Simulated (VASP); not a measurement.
# TaN (zincblende type): single point with PBE

The system is TaN (zincblende type).

```
Ta N
1.0
     0.00000    2.05763    2.05763
     2.05763    0.00000    2.05763
     2.05763    2.05763    0.00000
Ta N
1 1
Direct
  0.00000 0.00000 0.00000
  0.25000 0.25000 0.25000
```

| Quantity | Value |
| --- | --- |
| Program | VASP 6.6.1 |
| Task | single point |
| Functional | PBE |
| Potentials or basis | VASP PAW PBE potentials, release 64 (Ta_pv, N) |
| Cutoff | 520 eV |
| k mesh | 16 × 16 × 16 |
| Occupations | fermi-dirac, width 0.1 eV |
| Spin | no spin polarisation |
| Dipole correction | no |
| Further INCAR settings | ALGO = Normal; EDIFF = 1e-07; NBANDS = 15 |

```json
{
  "Pressure": "265.4 GPa",
  "Band gap on the k mesh": "zero (band 8 reaches 12.68 eV, above the bottom of band 9 at 11.31 eV)"
}
```

Levels at points of the mesh, in eV from the Fermi level:
```csv
k point,band 4,band 5,band 6,band 7,band 8,band 9,band 10,band 11,band 12,band 13
"(0.00, 0.00, 0.00)",-20.55,-10.31,-10.31,-10.31,-0.53,0.70,0.70,8.11,8.11,8.11
"(0.50, 0.00, 0.00)",-18.35,-9.14,-9.14,-7.87,0.77,2.01,2.01,4.84,6.45,6.45
"(0.50, 0.50, 0.00)",-17.43,-12.21,-5.62,-5.62,-2.87,2.10,4.09,5.29,5.29,13.71
```

Run time: 35 s on 1 thread of Intel(R) Xeon(R) Platinum 8488C (Sapphire Rapids) (shared host), peak memory 0.16 GiB.

Caveat: spin-orbit coupling is left out, which moves the levels of the heavy elements.
